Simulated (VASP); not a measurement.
A run of VASP 6.6.1:

INCAR

```
PREC = Accurate
ENCUT = 520
EDIFF = 1E-8
ISMEAR = -1
SIGMA = 0.15
LREAL = F
LASPH = T
NELM = 80
ALGO = Normal
ISIF = 2
LWAVE = F
LCHARG = T
IBRION = 8
NSW = 1
```

File KPOINTS:

```
Automatic mesh
0
Gamma
  20 20 20
```

POSCAR

```
Ag
1.0
    0.0000000000      1.9873193871      1.9873193871
    1.9873193871      0.0000000000      1.9873193871
    1.9873193871      1.9873193871      0.0000000000
Ag
1
Direct
    0.0000000000      0.0000000000      0.0000000000
```

Potentials or basis: VASP PAW LDA potentials, release 64 (Ag).

Launch:

```bash
$ cat potpaw_LDA.64/Ag/POTCAR > POTCAR
$ mpirun -np 1 vasp_std > vasp.out
```

Hardware: 1 thread of Intel(R) Xeon(R) Platinum 8259CL CPU @ 2.50GHz (Skylake/Cascade Lake) (shared host).

How long does it take, and how much memory?

It took 120 s on 1 thread of Intel(R) Xeon(R) Platinum 8259CL CPU @ 2.50GHz (Skylake/Cascade Lake), on a shared host, peak memory 0.31 GiB. Counts: scf iterations 23, k points 256.
